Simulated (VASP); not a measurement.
AlN: single point with PBEsol

The system is AlN.

```
Al N
1.0
     3.40050    0.00000    0.00000
    -1.70025    2.94492    0.00000
     0.00000    0.00000    4.34700
Al N
2 2
Direct
  0.33333 0.66667 0.75000
  0.66667 0.33333 0.25000
  0.33333 0.66667 0.25000
  0.66667 0.33333 0.75000
```

* Program: VASP 6.6.1
* Task: single point
* Functional: PBEsol
* Potentials or basis: VASP PAW PBE potentials, release 64 (Al, N)
* Cutoff: 520 eV
* k mesh: 9 × 9 × 6
* Occupations: gaussian, width 0.05 eV
* Spin: no spin polarisation

```yaml
Pressure: -18.4 GPa
Band_gap_on_the_k_mesh: 2.48 eV
```

Stress tensor (GPa, compression positive):
```
-18.91   0.00   0.00
  0.00 -18.91   0.00
  0.00   0.00 -17.42
```

Levels at points of the mesh, in eV from the valence-band top:
```
           k point  band 4  band 5  band 6  band 7  band 8  band 9  band 10  band 11  band 12  band 13
(0.00, 0.00, 0.00)   -3.04   -3.04   -1.52   -1.52    0.00    2.48     3.64     7.69     7.69    10.39
(0.00, 0.00, 0.50)   -3.63   -2.31   -2.31   -2.31   -2.31    4.97     4.97     7.93     7.93     7.93
```

Run time: 49 s on 1 thread of Intel Xeon 8259CL (shared host), peak memory 0.17 GiB.

Caveat: the cell stands under tension; the PAW data sets were made with another functional, which shifts forces and pressure a little.
